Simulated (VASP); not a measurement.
Wanted: the native input for a VASP 6.6.1 run.

```yaml
Task: relaxation of cell and atoms
Functional: revPBE
Potentials_or_basis: VASP PAW PBE potentials, release 64 (Ir)
Cutoff: 500 eV
k_mesh: 13 × 13 × 13
Occupations: fermi-dirac, width 0.1 eV
Spin: no spin polarisation
Dipole_correction: no
Further_INCAR_settings: ALGO = Normal; EDIFF = 1e-07; IBRION = 2; EDIFFG = -0.01; NSW = 80; ISIF = 3
```

The structure of Ir lies in POSCAR:

```
Ir
1.0
    2.4815209647      0.0000000000      0.0000000000
    0.0000000000      2.4815209647      0.0000000000
    0.0000000000      0.0000000000      2.4815209647
Ir
1
Direct
    0.0000000000      0.0000000000      0.0000000000
```

This isn't the form of Ir at room conditions, which is fcc.

One way to write it, as run:

INCAR

```
SYSTEM = Ir
  PREC = Accurate
  ENCUT = 500
  EDIFF = 1E-7
  ISMEAR = -1
  SIGMA = 0.1
  LREAL = .FALSE.
  LASPH = .TRUE.
  NELM = 120
  ALGO = Normal
  ISIF = 3
  LWAVE = .FALSE.
  LCHARG = .FALSE.
  GGA = RE
  IBRION = 2
  NSW = 80
  EDIFFG = -0.01
  GGA_COMPAT = .FALSE.
  NELMIN = 4
```

KPOINTS

```
regular mesh
0
G
  13 13 13
  0 0 0
```

Potentials or basis: VASP PAW PBE potentials, release 64 (Ir).

Command:

```sh
$ cat potpaw_PBE.64/Ir/POTCAR > POTCAR
$ mpirun -np 1 vasp_std > vasp.out
```

It gave:

```
Relaxed volume                        : 17.20 Å³/atom
Relaxed cell                          : a = 2.582 Å, b = 2.582 Å, c = 2.582 Å, α = 90.00°, β = 90.00°, γ = 90.00°
Space group after relaxing (to 0.1 Å) : Pm-3m (No. 221)
Pressure after relaxing               : 0.0 GPa
Band gap on the k mesh                : zero (an odd number of electrons rules out a gap without spin polarisation)
```

Caveat: the PAW data sets were made with another functional, which shifts forces and pressure a little; spin-orbit coupling is left out, which moves the levels of the heavy elements.

It took 33 s on 1 thread of Intel Xeon 8259CL, with other jobs on the host, peak memory 0.13 GiB.
